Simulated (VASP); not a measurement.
# MoS2 (P6_3/mmc) in VASP: a series of runs, part 2 of 2

VASP 6.6.1.

**4. Relaxation of cell and atoms, PBEsol**

This run uses another cell than the first one, of 17.86 Å³/atom.

Input file INCAR:

```
PREC = Accurate ; ENCUT = 600
EDIFF = 1E-6 ; ISMEAR = -1
SIGMA = 0.05 ; LREAL = F
LASPH = T ; NELM = 100
ALGO = Normal ; ISIF = 3
LWAVE = F ; LCHARG = F
GGA = PS ; IBRION = 2
NSW = 80 ; EDIFFG = -0.01
```

Input file KPOINTS:

```
Automatic mesh
0
Gamma
  8 8 2
```

Input file POSCAR:

```
MoS2
1.0
    3.1690000000      0.0000000000      0.0000000000
   -1.5845000000      2.7444345046      0.0000000000
    0.0000000000      0.0000000000     12.3240000000
Mo S
2 4
Direct
    0.6666666667      0.3333333333      0.7500000000
    0.3333333333      0.6666666667      0.2500000000
    0.6666666667      0.3333333333      0.3770000000
    0.3333333333      0.6666666667      0.8770000000
    0.6666666667      0.3333333333      0.1230000000
    0.3333333333      0.6666666667      0.6230000000
```

Launch:

```console
cat potpaw_PBE.64/Mo_sv/POTCAR potpaw_PBE.64/S/POTCAR > POTCAR
mpirun -np 1 vasp_std > vasp.out
```

Wall time 21 min (1 thread of Intel Xeon 8259CL, shared host); peak memory 0.31 GiB.

Results (log left out):

```yaml
Free_energy: -46.9068 eV
Relaxed_volume: 17.88 Å³/atom
Relaxed_cell: a = 3.142 Å, b = 3.142 Å, c = 12.546 Å, α = 90.00°, β = 90.00°, γ = 120.00°
Space_group_after_relaxing_to_0.1_Å: P6_3/mmc (No. 194)
Energy_gained_by_relaxing: 4.4 meV/atom
Ionic_steps: 19
Pressure_after_relaxing: 0.0 GPa
Largest_force_after_relaxing: 0.003 eV/Å
Band_gap_on_the_k_mesh: 1.08 eV (least direct gap 2.03 eV)
```

Forces in eV/Å, atoms in the order of the input:
```
Mo   0.000  0.000  0.000
Mo   0.000  0.000  0.000
S    0.000  0.000  0.003
S    0.000  0.000  0.003
S    0.000  0.000 -0.003
S    0.000  0.000 -0.003
```

Stress tensor (GPa, compression positive):
```
-0.04  0.00  0.00
 0.00 -0.04  0.00
 0.00  0.00  0.06
```

Step by step:
```csv
step,energy change (eV),largest force (eV/Å),pressure (GPa),volume (Å³)
1,0.0000,0.3121,-2.98,107.18
2,0.0572,0.7634,6.47,102.10
3,-0.0203,0.0326,-0.02,105.42
4,-0.0203,0.0397,0.06,105.39
5,-0.0227,0.0409,0.13,105.22
6,-0.0227,0.0418,0.13,105.22
7,-0.0232,0.0508,0.02,105.40
8,-0.0240,0.0772,-0.31,105.95
9,-0.0237,0.1299,-0.94,107.05
10,-0.0242,0.0961,-0.55,106.36
11,-0.0243,0.0931,-0.54,106.38
12,-0.0246,0.0839,-0.51,106.44
13,-0.0251,0.0674,-0.41,106.55
14,-0.0258,0.0324,-0.23,106.79
15,-0.0261,0.0382,0.12,107.25
16,-0.0262,0.0226,0.03,107.15
17,-0.0262,0.0191,0.02,107.13
18,-0.0262,0.0153,0.01,107.16
19,-0.0263,0.0035,-0.01,107.27
```

Final structure:
```
Mo S
1.0
     3.14223    0.00000    0.00000
    -1.57112    2.72125    0.00000
     0.00000    0.00000   12.54555
Mo S
2 4
Direct
  0.66667 0.33333 0.75000
  0.33333 0.66667 0.25000
  0.66667 0.33333 0.37423
  0.33333 0.66667 0.87423
  0.66667 0.33333 0.12577
  0.33333 0.66667 0.62577
```

Levels at points of the mesh, in eV from the valence-band top:
```
           k point  band 24  band 25  band 26  band 27  band 28  band 29
(0.00, 0.00, 0.00)    -1.30    -1.14     0.00     2.28     2.28     2.30
(0.50, 0.00, 0.00)    -1.42    -1.33    -1.24     1.79     1.82     2.18
(0.00, 0.00, 0.50)    -2.06    -0.29    -0.29     2.28     2.28     2.28
(0.50, 0.00, 0.50)    -1.50    -1.28    -1.28     1.80     1.80     2.32
```

Caveat: the PAW data sets were made with another functional, which shifts forces and pressure a little; this functional lacks dispersion, which binds the layers, so the pressure and a relaxed spacing across them are unreliable. Expect the measured gap to be larger: semilocal functionals such as PBEsol lack the derivative discontinuity.

**5. Relaxation of cell and atoms, LDA**

This run uses another cell than the first one, of 17.86 Å³/atom.

Input file INCAR:

```
PREC = Accurate
ENCUT = 600
EDIFF = 1E-6
ISMEAR = -1
SIGMA = 0.05
LREAL = False
LASPH = True
NELM = 100
ALGO = Normal
ISIF = 3
LWAVE = False
LCHARG = False
IBRION = 2
NSW = 80
EDIFFG = -0.01
```

KPOINTS is that of step 4.

POSCAR is that of step 4.

Potentials or basis: VASP PAW LDA potentials, release 64 (Mo_sv, S).

Launch:

```console
cat potpaw_LDA.64/Mo_sv/POTCAR potpaw_LDA.64/S/POTCAR > POTCAR
mpirun -np 1 vasp_std > vasp.out
```

It took 15 min on 1 thread of Intel Xeon 8259CL, shared host; peak memory 0.26 GiB.

It converged, with:

```
Free energy                           : -48.9607 eV
Relaxed volume                        : 17.00 Å³/atom
Relaxed cell                          : a = 3.124 Å, b = 3.124 Å, c = 12.067 Å, α = 90.00°, β = 90.00°, γ = 120.00°
Space group after relaxing (to 0.1 Å) : P6_3/mmc (No. 194)
Energy gained by relaxing             : 12.0 meV/atom
Ionic steps                           : 13
Pressure after relaxing               : 0.0 GPa
Band gap on the k mesh                : 0.84 eV (least direct gap 2.04 eV)
```

The path:
| step | energy change (eV) | largest force (eV/Å) | pressure (GPa) | volume (Å³) |
| --- | --- | --- | --- | --- |
| 1 | 0.0000 | 0.4649 | -5.54 | 107.18 |
| 2 | 0.2136 | 1.6278 | 12.96 | 97.88 |
| 3 | -0.0640 | 0.1482 | -0.35 | 104.03 |
| 4 | -0.0641 | 0.1603 | -0.24 | 103.97 |
| 5 | -0.0690 | 0.0350 | -0.10 | 103.40 |
| 6 | -0.0690 | 0.0360 | -0.05 | 103.40 |
| 7 | -0.0690 | 0.0384 | -0.06 | 103.42 |
| 8 | -0.0695 | 0.0338 | -0.10 | 103.31 |
| 9 | -0.0707 | 0.0206 | -0.11 | 102.98 |
| 10 | -0.0721 | 0.0061 | -0.17 | 102.33 |
| 11 | -0.0721 | 0.0161 | -0.17 | 102.10 |
| 12 | -0.0689 | 0.1383 | 1.32 | 101.12 |
| 13 | -0.0722 | 0.0019 | 0.00 | 101.99 |

Final structure:
```
Mo S
1.0
     3.12400    0.00000    0.00000
    -1.56200    2.70546    0.00000
     0.00000    0.00000   12.06704
Mo S
2 4
Direct
  0.66667 0.33333 0.75000
  0.33333 0.66667 0.25000
  0.66667 0.33333 0.37879
  0.33333 0.66667 0.87879
  0.66667 0.33333 0.12121
  0.33333 0.66667 0.62121
```

Levels at points of the mesh, in eV from the valence-band top:
```csv
k point,band 23,band 24,band 25,band 26,band 27,band 28,band 29,band 30
"(0.00, 0.00, 0.00)",-2.21,-1.40,-1.14,0.00,2.13,2.13,2.16,2.16
"(0.50, 0.00, 0.00)",-1.77,-1.53,-1.52,-1.39,1.65,1.71,2.01,2.36
"(0.00, 0.00, 0.50)",-2.24,-2.24,-0.29,-0.29,2.14,2.14,2.14,2.14
"(0.50, 0.00, 0.50)",-1.65,-1.65,-1.45,-1.45,1.68,1.68,2.20,2.20
```

**6. Single point, revPBE**

This run uses another cell than the first one, of 17.86 Å³/atom.

Input file INCAR:

```
SYSTEM = MoS2
ALGO = Normal ; EDIFF = 1E-6
ENCUT = 520 ; GGA = RE
ISIF = 2 ; ISMEAR = -1
LASPH = .TRUE. ; LCHARG = .FALSE.
LREAL = .FALSE. ; LWAVE = .FALSE.
NBANDS = 35 ; NELM = 80
PREC = Accurate ; SIGMA = 0.05
```

Input file KPOINTS:

```
k-points
0
G
  10 10 3
  0 0 0
```

POSCAR is that of step 5.

Potentials or basis: VASP PAW PBE potentials, release 64 (Mo_sv, S).

Launch:

```console
cat potpaw_PBE.64/Mo_sv/POTCAR potpaw_PBE.64/S/POTCAR > POTCAR
mpirun -np 1 vasp_std > vasp.out
```

It took 40 s on 1 thread of Intel Xeon 6975P-C (Granite Rapids), shared host; peak memory 0.26 GiB.

It converged, with:

```yaml
Free_energy: -41.3969 eV
Pressure: 3.7 GPa
Largest_force: 0.042 eV/Å
Band_gap_on_the_k_mesh: 0.98 eV (least direct gap 1.87 eV)
```

Forces on the atoms (eV/Å):
```
Mo   0.000  0.000  0.000
Mo   0.000  0.000  0.000
S    0.000  0.000 -0.042
S    0.000  0.000 -0.042
S    0.000  0.000  0.042
S    0.000  0.000  0.042
```

Stress tensor (GPa, compression positive):
```
3.60 0.00 0.00
0.00 3.60 0.00
0.00 0.00 4.04
```

Levels at points of the mesh, in eV from the valence-band top:
```csv
k point,band 22,band 23,band 24,band 25,band 26,band 27,band 28,band 29,band 30,band 31
"(0.00, 0.00, 0.00)",-2.11,-2.11,-1.19,-1.11,0.00,2.12,2.12,2.14,2.14,2.28
"(0.50, 0.00, 0.00)",-2.48,-1.72,-1.52,-1.38,-1.26,1.63,1.67,2.04,2.29,2.91
```

Caveat: the cell stands under pressure; the PAW data sets were made with another functional, which shifts forces and pressure a little; an odd mesh through Γ misses points on the zone boundary, where band edges can lie; this functional lacks dispersion, which binds the layers, so the pressure and a relaxed spacing across them are unreliable. revPBE gaps usually lie below the measured ones, often by a third to a half.

**7. Overview**

```csv
task,level,potentials or basis,cell,k mesh,cutoff (eV),gap on the mesh (eV),pressure (GPa),relaxed volume (Å³/atom),largest force (eV/Å)
single point,PBE,"VASP PAW PBE potentials, release 64 (Mo_sv, S)","a = 3.186, b = 3.186, c = 14.679 Å, angles 90.0, 90.0, 120.0°, 6 atoms, atomic positions A",8 × 8 × 2,520,1.62,-0.1,-,0.01
relaxation of cell and atoms,PBE,"VASP PAW PBE potentials, release 64 (Mo_sv, S)","relaxed from a = 3.169, b = 3.169, c = 12.324 Å, angles 90.0, 90.0, 120.0°, 6 atoms, atomic positions B",8 × 8 × 2,600,1.57,0.0,20.89,-
relaxation of cell and atoms,PBEsol,"VASP PAW PBE potentials, release 64 (Mo_sv, S)","relaxed from a = 3.169, b = 3.169, c = 12.324 Å, angles 90.0, 90.0, 120.0°, 6 atoms, atomic positions B",8 × 8 × 2,600,1.08,0.0,17.88,-
relaxation of cell and atoms,LDA,"VASP PAW LDA potentials, release 64 (Mo_sv, S)","relaxed from a = 3.169, b = 3.169, c = 12.324 Å, angles 90.0, 90.0, 120.0°, 6 atoms, atomic positions B",8 × 8 × 2,600,0.84,0.0,17.00,-
single point,revPBE,"VASP PAW PBE potentials, release 64 (Mo_sv, S)","a = 3.169, b = 3.169, c = 12.324 Å, angles 90.0, 90.0, 120.0°, 6 atoms, atomic positions B",10 × 10 × 3,520,0.98,3.7,-,0.04
```

Alike in all rows: no spin polarisation; smearing fermi-dirac 0.05 eV.

Caveats: this functional lacks dispersion, which binds the layers, so the pressure and a relaxed spacing across them are unreliable (at least some runs); the PAW data sets were made with another functional, which shifts forces and pressure a little (at least some runs); the volume moved by over 15 % at a fixed basis, so the end points are rough (at least some runs); the cell stands under pressure (at least some runs); an odd mesh through Γ misses points on the zone boundary, where band edges can lie (at least some runs).

Absolute energies hang on the potentials; compare differences alone.

**8. How close it comes**

Step 2. A measured gap of MoS2 is 1.3 eV (indirect; 300 K; “Multiwavelength excitation Raman Scattering Analysis of bulk and 2 dimensional MoS2: Vibrational properties of atomically thin MoS2 layers”, 2015, arxiv:1506.03228); the calculated 1.62 eV misses it by +0.32 eV. Spin-orbit coupling on Mo is left out. The value is that of PBE on a finite k mesh, which can miss the band edges, without temperature or zero-point motion.
